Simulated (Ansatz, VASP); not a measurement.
**One calculation of Al2Cu, two programs**

File INCAR:

```
PREC = Accurate
ENCUT = 520
EDIFF = 1E-6
ISMEAR = -1
SIGMA = 0.05
LREAL = False
LASPH = True
NELM = 60
ALGO = Normal
ISIF = 2
LWAVE = False
LCHARG = False
GGA = PS
NBANDS = 26
```

The input KPOINTS:

```
regular mesh
0
Gamma
  6 6 6
```

Contents of POSCAR:

```
Al2Cu
1.0
   -3.0638350000      3.0638350000      2.4385000000
    3.0638350000     -3.0638350000      2.4385000000
    3.0031650000      3.0031650000     -2.4385000000
Cu Al
2 4
Direct
    0.2500000000      0.2500000000      0.0000000000
    0.7500000000      0.7500000000      0.0000000000
    0.3419000000      0.1581000000      0.5000000000
    0.8419000000      0.3419000000      0.1838000000
    0.6581000000      0.8419000000      0.5000000000
    0.1581000000      0.6581000000      0.8162000000
```

File input.yaml:

```yaml
crystal:
  lattice:
    - [-3.063835, 3.063835, 2.4385]
    - [3.063835, -3.063835, 2.4385]
    - [3.003165, 3.003165, -2.4385]
  atoms:
    - { symbol: Cu, position: [0.25, 0.25, 0.0] }
    - { symbol: Cu, position: [0.75, 0.75, 0.0] }
    - { symbol: Al, position: [0.3419, 0.1581, 0.5] }
    - { symbol: Al, position: [0.8419, 0.3419, 0.1838] }
    - { symbol: Al, position: [0.6581, 0.8419, 0.5] }
    - { symbol: Al, position: [0.1581, 0.6581, 0.8162] }
hamiltonian:
  xc: pbesol
  pseudopotentials: { kind: paw }
kpoints:
  mp_grid: { grid: [6, 6, 6] }
scf:
  occupations: { method: fermi_dirac, width: 0.05 }
output:
  forces: true
  stress: true
  eigenvalues: true
```

Alike in both runs: task single point; functional PBEsol; k mesh 6 × 6 × 6; occupations fermi-dirac, width 0.05 eV; no spin polarisation.

```csv
,VASP,Ansatz
version,VASP 6.6.1,Ansatz 0.2.0
potentials or method,"VASP PAW PBE potentials, release 64 (Cu, Al)",Ansatz PAW
plane-wave cutoff (eV),520,420
valence electrons in the cell,34,50
```

Ansatz gave:

- gap on the k mesh at the Fermi level (eV): none
- pressure (GPa): -3.5
- traceless stress, the component that is largest in VASP (GPa): 1.73
- rms of the force components (eV/Å): 0.054

Problem. Estimate VASP's values.

Solution. gap on the k mesh at the Fermi level (eV): none; pressure (GPa): -3.3; traceless stress, the component that is largest in VASP (GPa): 1.73; rms of the force components (eV/Å): 0.053.

VASP's potentials were made for PBE, not for PBEsol. Atom by atom the forces differ by 0.001 eV/Å (rms over components). A gap of «none» marks a metal or a gap that the smearing closes. With one functional, cell and mesh, what is left measures potentials, basis and numerics. VASP's potentials hold 34 valence electrons a cell and Ansatz's 50, so a difference there can come from the potentials and not from the codes.
